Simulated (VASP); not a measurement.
Set up this calculation in VASP 6.6.1, as the native input.

```yaml
Task: single point
Functional: PBE
Potentials_or_basis: VASP PAW PBE potentials, release 64 (Al, Au)
Cutoff: 520 eV
k_mesh: 6 × 6 × 6
Occupations: gaussian, width 0.1 eV
Spin: no spin polarisation
Dipole_correction: no
Further_INCAR_settings: ALGO = Normal; EDIFF = 1e-06; NBANDS = 16
```

The structure of Al2Au lies in POSCAR:

```
Al2Au
1.0
    4.5101677960      0.0000000000      0.0000000000
   -2.2550838980      3.9059198867      0.0000000000
    0.0000000000      0.0000000000      3.0993608008
Al Au
2 1
Direct
    0.3333333333      0.6666666667      0.5000000000
    0.6666666667      0.3333333333      0.5000000000
    0.0000000000      0.0000000000      0.0000000000
```

These files were run (other wordings do the same):

INCAR

```
SYSTEM = Al2Au
ALGO = Normal ; EDIFF = 1E-6
ENCUT = 520 ; GGA = PE
ISIF = 2 ; ISMEAR = 0
LASPH = .True. ; LCHARG = .False.
LREAL = .False. ; LWAVE = .False.
NBANDS = 16 ; NELM = 60
PREC = Accurate ; SIGMA = 0.1
```

KPOINTS

```
k-points
0
Gamma
  6 6 6
  0 0 0
```

Potentials or basis: VASP PAW PBE potentials, release 64 (Al, Au).

The run is started by

```bash
$ cat potpaw_PBE.64/Al/POTCAR potpaw_PBE.64/Au/POTCAR > POTCAR
$ mpirun -np 1 vasp_std > vasp.out
```

It gave:

| Item | Value |
| --- | --- |
| Pressure | -0.2 GPa |
| Band gap on the k mesh | zero (an odd number of electrons rules out a gap without spin polarisation) |

Caveat: spin-orbit coupling is left out, which moves the levels of the heavy elements.

It took 24 s on 1 thread of AMD EPYC 7R13 (shared host), peak memory 0.16 GiB.
